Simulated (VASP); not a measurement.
Here is a VASP 6.6.1 calculation.

The input POSCAR:

```
InSb
1.0
    0.0000000000      3.2467178874      3.2467178874
    3.2467178874      0.0000000000      3.2467178874
    3.2467178874      3.2467178874      0.0000000000
In Sb
1 1
Direct
    0.0000000000      0.0000000000      0.0000000000
    0.2500000000      0.2500000000      0.2500000000
```

INCAR.step1

```
ALGO = Normal ; EDIFF = 1E-5
ENCUT = 550 ; GGA = PE
GGA_COMPAT = False ; ISMEAR = -1
LASPH = True ; LCHARG = False
LREAL = False ; LWAVE = True
NBANDS = 21 ; NELM = 120
PREC = Accurate ; SIGMA = 0.02
```

INCAR.step2

```
ALGO = Normal ; EDIFF = 1E-6
ENCUT = 550 ; GGA_COMPAT = False
ISIF = 2 ; ISMEAR = -1
ISTART = 1 ; LASPH = True
LCHARG = False ; LMIXTAU = True
LREAL = False ; LWAVE = False
METAGGA = R2SCAN ; NBANDS = 21
NELM = 120 ; PREC = Accurate
SIGMA = 0.02
```

The input KPOINTS:

```
k-points
0
Gamma
  6 6 6
```

Potentials or basis: VASP PAW PBE potentials, release 64 (In_d, Sb_d_GW).

Run with:

```bash
$ cat potpaw_PBE.64/In_d/POTCAR potpaw_PBE.64/Sb_d_GW/POTCAR > POTCAR
$ cp INCAR.step1 INCAR
$ mpirun -np 1 vasp_std > vasp.out
$ cp INCAR.step2 INCAR
$ mpirun -np 1 vasp_std > vasp.out
```

Predict the band gap on the k mesh.

0.19 eV.

What does it give for the pressure?

1.3 GPa.

Caveat: the cell differs from its parent crystal (strain -1.0%); semilocal functionals underestimate gaps, and a narrow one can read as zero; the PAW data sets were made with another functional, which shifts forces and pressure a little; spin-orbit coupling is left out, which moves the levels of the heavy elements.
